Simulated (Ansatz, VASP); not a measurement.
## Two plane-wave programs on Au2Br

INCAR

```
PREC = Accurate
ENCUT = 600
EDIFF = 1E-7
ISMEAR = 0
SIGMA = 0.1
LREAL = False
LASPH = True
NELM = 80
ALGO = Normal
ISIF = 3
LWAVE = False
LCHARG = False
GGA = PE
IBRION = 2
NSW = 100
EDIFFG = -0.01
```

Contents of KPOINTS:

```
Automatic mesh
0
Gamma
  12 12 12
```

POSCAR

```
Au2Br
1.0
    4.6872178033      0.0000000000      0.0000000000
   -2.3436089016      4.0592496907      0.0000000000
    0.0000000000      0.0000000000      3.6207933667
Au Br
2 1
Direct
    0.3333333333      0.6666666667      0.5000000000
    0.6666666667      0.3333333333      0.5000000000
    0.0000000000      0.0000000000      0.0000000000
```

Input for Ansatz:

```yaml
crystal:
  lattice:
    - [4.6872178033, 0.0, 0.0]
    - [-2.3436089016, 4.0592496907, 0.0]
    - [0.0, 0.0, 3.6207933667]
  atoms:
    - { symbol: Au, position: [0.3333333333, 0.6666666667, 0.5] }
    - { symbol: Au, position: [0.6666666667, 0.3333333333, 0.5] }
    - { symbol: Br, position: [0.0, 0.0, 0.0] }
basis:
  ecutwfc: 420
kpoints:
  mp_grid: { grid: [12, 12, 12] }
hamiltonian:
  xc: pbe
scf:
  occupations: { method: gaussian, width: 0.1 }
output:
  forces: true
  stress: true
  eigenvalues: true
relax:
  adjacent_minimum: "off"
  f_tol: 0.01
  max_steps: 80
  cell: { stress_tol: 0.05 }
```

Alike in both runs: task relaxation of cell and atoms; functional PBE; k mesh 12 × 12 × 12; occupations gaussian, width 0.1 eV; no spin polarisation.

```csv
,VASP,Ansatz
version,VASP 6.6.1,Ansatz 0.2.0
potentials or method,"VASP PAW PBE potentials, release 64 (Au, Br), cutoff 600 eV","scalar-relativistic, plane waves, PAW"
valence electrons in the cell,29,45
```

|  | VASP | Ansatz | Ansatz less VASP |
| --- | --- | --- | --- |
| gap on the k mesh at the Fermi level, each at its own relaxed structure (eV) | none | none | - |
| relaxed volume (Å³/atom) | 23.04 | 23.08 | +0.034 |
| relaxed cell length with the largest relative difference (Å) | 3.664 | 3.668 | +0.0040 |

A gap of «none» marks a metal or a gap that the smearing closes. VASP's potentials hold 29 valence electrons a cell and Ansatz's 45, so a difference there can come from the potentials and not from the codes.

Neither program's run includes spin-orbit coupling.
